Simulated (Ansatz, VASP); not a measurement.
## TaTe: VASP beside Ansatz

File INCAR:

```
SYSTEM = TaTe
  PREC = Accurate
  ENCUT = 520
  EDIFF = 1E-6
  ISMEAR = -1
  SIGMA = 0.05
  LREAL = .False.
  LASPH = .True.
  NELM = 150
  ALGO = Normal
  ISIF = 2
  LWAVE = .False.
  LCHARG = .True.
  LMAXMIX = 4
  LDAU = .True.
  LDAUTYPE = 2
  LDAUL = 2 -1
  LDAUU = 1 0
  LDAUJ = 0 0
  LDAUPRINT = 1
  GGA = PE
  LELF = .True.
  LVHAR = .True.
  NBANDS = 16
```

The input KPOINTS:

```
regular mesh
0
Gamma
  8 8 8
  0 0 0
```

File POSCAR:

```
TaTe
1.0
    3.4200900000      0.0000000000      0.0000000000
    0.0000000000      3.4200900000      0.0000000000
    0.0000000000      0.0000000000      3.4200900000
Ta Te
1 1
Direct
    0.5000000000      0.5000000000      0.5000000000
    0.0000000000      0.0000000000      0.0000000000
```

input.yaml

```yaml
crystal:
  lattice:
    - [3.42009, 0.0, 0.0]
    - [0.0, 3.42009, 0.0]
    - [0.0, 0.0, 3.42009]
  atoms:
    - { symbol: Ta, position: [0.5, 0.5, 0.5] }
    - { symbol: Te, position: [0.0, 0.0, 0.0] }
hamiltonian:
  xc: pbe
  pseudopotentials: { kind: paw }
  hubbard: { sites: [{ species: Ta, l: d, u_eff: 1.0 }] }
kpoints:
  mp_grid: { grid: [8, 8, 8] }
scf:
  occupations: { method: fermi_dirac, width: 0.05 }
  n_extra_bands: 6
output:
  forces: true
  stress: true
  eigenvalues: true
  dos: { projected: true, de: 0.05, nscf_kmesh: { grid: [12, 12, 12] } }
  write_density: true
  write_potential: true
  elf: true
  volumetric_format: npy
```

Alike in both runs: functional PBE; k mesh 8 × 8 × 8; occupations fermi-dirac, width 0.05 eV; no spin polarisation; Hubbard terms Ta d U = 1.0 eV.

```csv
,VASP,Ansatz
version,VASP 6.6.1,Ansatz 0.2.0
potentials or method,"VASP PAW PBE potentials, release 64 (Ta_pv, Te)",Ansatz PAW
plane-wave cutoff (eV),520,420
valence electrons in the cell,17,29
task,single point,projected density of states
```

Ansatz gave:

```
gap on the k mesh at the Fermi level (eV) : none
pressure (GPa)                            : 0.8
```

Task: Which values does VASP return?

Result: gap on the k mesh at the Fermi level (eV): none; pressure (GPa): 1.5.

The programs project onto different local orbitals, so the same U acts differently, and such runs can settle in different states. A gap of «none» marks a metal or a gap that the smearing closes. VASP's potentials hold 17 valence electrons a cell and Ansatz's 29, so a difference there can come from the potentials and not from the codes.

Neither program's run includes spin-orbit coupling.
